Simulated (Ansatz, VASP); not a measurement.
**Be3ZnSe: VASP beside Ansatz**

```xyz
10
Lattice="3.6650 0.0000 0.0000 -1.8325 3.1740 0.0000 0.0000 0.0000 11.8991" Properties=species:S:1:pos:R:3 pbc="T T T"
Be    0.0000    2.1160    1.0502
Be    0.0000    2.1160    5.7427
Be    0.0000    2.1160    8.2051
Be    1.8325    1.0580    4.2519
Be    1.8325    1.0580    8.7194
Be    0.0000    0.0000    7.5439
Zn    1.8325    1.0580    6.5174
Zn    0.0000    0.0000    9.8075
Se    0.0000    2.1160    3.3689
Se    0.0000    0.0000    0.3856
```

Alike in both runs: functional PBE; k mesh 5 × 5 × 2; occupations gaussian, width 0.2 eV; no spin polarisation.

Ansatz relaxed the structure, and its values are those at the end. VASP's run is a single point on that final structure, the one shown.

|  | VASP | Ansatz |
| --- | --- | --- |
| version | VASP 6.6.1 | Ansatz 0.2.0 |
| potentials or method | VASP PAW PBE potentials, release 64 (Be, Zn, Se), cutoff 520 eV | scalar-relativistic, plane waves, PAW |
| valence electrons in the cell | 48 | 68 |

```tsv
	VASP	Ansatz	Ansatz less VASP
gap on the k mesh at the Fermi level (eV)	none	none	-
pressure (GPa)	0.4	0.2	-0.21
rms of the force components (eV/Å)	0.009	0.011	+0.0025
```

A gap of «none» marks a metal or a gap that the smearing closes. VASP's potentials hold 48 valence electrons a cell and Ansatz's 68, so a difference there can come from the potentials and not from the codes.

The k mesh is coarse, so the values compare programs but aren't converged.
